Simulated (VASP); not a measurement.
Here is a VASP 6.6.1 calculation.

The input INCAR:

```
PREC = Accurate ; ENCUT = 520
EDIFF = 1E-6 ; ISMEAR = -1
SIGMA = 0.02 ; LREAL = False
LASPH = True ; NELM = 60
ALGO = Normal ; ISIF = 2
LWAVE = False ; LCHARG = True
LDIPOL = True ; IDIPOL = 3
DIPOL = 0.5 0.5 0.500 ; GGA = PE
LELF = True ; LVHAR = True
LVACPOTAV = True ; NBANDS = 21
```

Contents of KPOINTS:

```
Automatic mesh
0
Gamma
  12 8 1
```

The input POSCAR:

```
BN
1.0
    2.5630581741      0.0000000000      0.0000000000
    0.0000000000      3.6247116310      0.0000000000
    0.0000000000      0.0000000000     18.5631000000
B N
3 3
Direct
    0.2500000000      0.1250000000      0.4309636275
    0.7500000000      0.6250000000      0.5000000000
    0.2500000000      0.1250000000      0.5690363725
    0.7500000000      0.8750000000      0.4309636275
    0.2500000000      0.3750000000      0.5000000000
    0.7500000000      0.8750000000      0.5690363725
```

Potentials or basis: VASP PAW PBE potentials, release 64 (B, N).

Launch:

```bash
$ cat potpaw_PBE.64/B/POTCAR potpaw_PBE.64/N/POTCAR > POTCAR
$ mpirun -np 1 vasp_std > vasp.out
```

Problem. Predict the largest force.

Solution. 6.228 eV/Å.

Problem. Predict the band gap on the k mesh.

Solution. 0.72 eV.

Forces on the atoms (eV/Å):
```
B    0.000 -5.244  3.360
B    0.000  0.772  0.000
B    0.000 -5.244 -3.360
N    0.000  3.888 -2.183
N    0.000  1.940  0.000
N    0.000  3.888  2.183
```

Caveat: semilocal functionals underestimate gaps, and a narrow one can read as zero.
